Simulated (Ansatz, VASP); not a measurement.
**AlN: VASP beside Ansatz**

File INCAR:

```
SYSTEM = AlN
  ALGO = Normal
  EDIFF = 1E-6
  ENCUT = 520
  GGA = PE
  ISIF = 2
  ISMEAR = 0
  LASPH = .TRUE.
  LCHARG = .FALSE.
  LREAL = .FALSE.
  LWAVE = .FALSE.
  NBANDS = 26
  NELM = 100
  PREC = Accurate
  SIGMA = 0.05
```

Contents of KPOINTS:

```
k-points
0
G
  8 8 3
  0 0 0
```

File POSCAR:

```
AlN
1.0
   -3.1110021516      0.0000000000      0.0000000000
   -1.5555010758     -2.6942068945      0.0000000000
    0.0000000000      0.0000000000     10.7060000000
Al N
4 4
Direct
    0.3333333333      0.3333333333      0.8404385391
    0.3333333333      0.3333333333      0.3754656268
    0.6666666667      0.6666666667      0.1429791706
    0.6666666667      0.6666666667      0.6079520829
    0.3333333333      0.3333333333      0.0895072856
    0.3333333333      0.3333333333      0.5544801980
    0.6666666667      0.6666666667      0.3219937418
    0.6666666667      0.6666666667      0.7869666542
```

Input for Ansatz:

```yaml
crystal:
  lattice:
    - [-3.1110021516, 0.0, 0.0]
    - [-1.5555010758, -2.6942068945, 0.0]
    - [0.0, 0.0, 10.706]
  atoms:
    - { symbol: Al, position: [0.3333333333, 0.3333333333, 0.8404385391] }
    - { symbol: Al, position: [0.3333333333, 0.3333333333, 0.3754656268] }
    - { symbol: Al, position: [0.6666666667, 0.6666666667, 0.1429791706] }
    - { symbol: Al, position: [0.6666666667, 0.6666666667, 0.6079520829] }
    - { symbol: "N", position: [0.3333333333, 0.3333333333, 0.0895072856] }
    - { symbol: "N", position: [0.3333333333, 0.3333333333, 0.554480198] }
    - { symbol: "N", position: [0.6666666667, 0.6666666667, 0.3219937418] }
    - { symbol: "N", position: [0.6666666667, 0.6666666667, 0.7869666542] }
basis:
  ecutwfc: 420
kpoints:
  mp_grid: { grid: [8, 8, 3] }
hamiltonian:
  xc: pbe
scf:
  occupations: { method: gaussian, width: 0.05 }
output:
  forces: true
  stress: true
  eigenvalues: true
```

Alike in both runs: task single point; functional PBE; k mesh 8 × 8 × 3; occupations gaussian, width 0.05 eV; no spin polarisation.

```csv
,VASP,Ansatz
version,VASP 6.6.1,Ansatz 0.2.0
potentials or method,"VASP PAW PBE potentials, release 64 (Al, N), cutoff 520 eV","scalar-relativistic, plane waves, PAW"
valence electrons in the cell,32,32
```

|  | VASP | Ansatz | Ansatz less VASP |
| --- | --- | --- | --- |
| gap on the k mesh at the Fermi level (eV) | 1.95 | 1.94 | -0.013 |
| least direct gap on the mesh (eV) | 1.95 | 1.94 | -0.013 |
| pressure (GPa) | -1.0 | -0.8 | +0.25 |
| traceless stress, the component that is largest in VASP (GPa) | -7.93 | -7.91 | +0.026 |
| rms of the force components (eV/Å) | 0.607 | 0.611 | +0.0041 |

Atom by atom the forces differ by 0.005 eV/Å (rms over components).
